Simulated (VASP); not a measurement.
Wanted: the native input for a VASP 6.6.1 run.

```yaml
Task: relaxation of cell and atoms
Functional: PBEsol
Dispersion: D3(BJ)
Potentials_or_basis: VASP PAW PBE potentials, release 64 (Cu)
Cutoff: 600 eV
k_mesh: 13 × 13 × 13
Occupations: fermi-dirac, width 0.05 eV
Spin: no spin polarisation
Dipole_correction: no
Further_INCAR_settings: ALGO = Fast; EDIFF = 1e-06; IBRION = 2; EDIFFG = -0.01; NSW = 60; ISIF = 3
```

The structure of Cu lies in POSCAR:

```
Cu
1.0
   -1.4427933200      1.4427933200      1.3760814500
    1.4427933200     -1.4427933200      1.3760814500
    1.4427933200      1.4427933200     -1.3760814500
Cu
1
Direct
    0.0000000000      0.0000000000      0.0000000000
```

One way to write it, as run:

INCAR

```
SYSTEM = Cu
  PREC = Accurate
  ENCUT = 600
  EDIFF = 1E-6
  ISMEAR = -1
  SIGMA = 0.05
  LREAL = .False.
  LASPH = .True.
  NELM = 80
  ALGO = Fast
  ISIF = 3
  LWAVE = .False.
  LCHARG = .False.
  GGA = PS
  IVDW = 12
  IBRION = 2
  NSW = 60
  EDIFFG = -0.01
```

KPOINTS

```
Automatic mesh
0
Gamma
  13 13 13
  0 0 0
```

Potentials or basis: VASP PAW PBE potentials, release 64 (Cu).

Command:

```sh
$ cat potpaw_PBE.64/Cu/POTCAR > POTCAR
$ mpirun -np 1 vasp_std > vasp.out
```

It gave:

```
Relaxed volume                        : 10.90 Å³/atom
Relaxed cell                          : a = 2.420 Å, b = 2.420 Å, c = 2.420 Å, α = 108.52°, β = 108.52°, γ = 111.38°
Space group after relaxing (to 0.1 Å) : I4/mmm (No. 139)
Energy gained by relaxing             : 15.2 meV/atom
Ionic steps                           : 37
Pressure after relaxing               : 0.0 GPa
Band gap on the k mesh                : zero (an odd number of electrons rules out a gap without spin polarisation)
Dispersion energy per atom            : -0.568 eV
```

Caveat: the PAW data sets were made with another functional, which shifts forces and pressure a little.

Wall time 3.9 min on 1 thread of Intel(R) Xeon(R) Platinum 8559C (Emerald Rapids), on a shared host, peak memory 0.18 GiB.
